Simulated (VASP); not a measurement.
Set up this calculation in VASP 6.6.1, as the native input.

```
Task                   : single point
Functional             : LDA
Potentials or basis    : VASP PAW LDA potentials, release 64 (Hf_pv, N)
Cutoff                 : 520 eV
k mesh                 : 13 × 13 × 1
Occupations            : fermi-dirac, width 0.08 eV
Spin                   : no spin polarisation
Dipole correction      : yes
Further INCAR settings : ALGO = Normal; EDIFF = 1e-06; NBANDS = 32
```

The structure of HfN lies in POSCAR:

```
HfN
1.0
    3.1594338637      0.0000000000      0.0000000000
    0.0000000000      3.1594338637      0.0000000000
    0.0000000000      0.0000000000     20.4681000000
Hf N
3 3
Direct
    0.2500000000      0.2500000000      0.3908517591
    0.7500000000      0.7500000000      0.5000000000
    0.2500000000      0.2500000000      0.6091482409
    0.7500000000      0.7500000000      0.3908517591
    0.2500000000      0.2500000000      0.5000000000
    0.7500000000      0.7500000000      0.6091482409
```

The input as run:

INCAR

```
PREC = Accurate
ENCUT = 520
EDIFF = 1E-6
ISMEAR = -1
SIGMA = 0.08
LREAL = F
LASPH = T
NELM = 100
ALGO = Normal
ISIF = 2
LWAVE = F
LCHARG = F
LDIPOL = T
IDIPOL = 3
DIPOL = 0.5 0.5 0.500
GGA = CA
NBANDS = 32
```

KPOINTS

```
Automatic mesh
0
Gamma
  13 13 1
```

Potentials or basis: VASP PAW LDA potentials, release 64 (Hf_pv, N).

Launch:

```sh
$ cat potpaw_LDA.64/Hf_pv/POTCAR potpaw_LDA.64/N/POTCAR > POTCAR
$ mpirun -np 1 vasp_std > vasp.out
```

Results of the run:

* Largest force: 1.538 eV/Å
* Band gap on the k mesh: zero (an odd number of electrons rules out a gap without spin polarisation)

Caveat: spin-orbit coupling is left out, which moves the levels of the heavy elements.

It took 2.1 min on 1 thread of AMD EPYC 9R45 96-Core Processor (Zen 5) (shared host), peak memory 0.3 GiB.
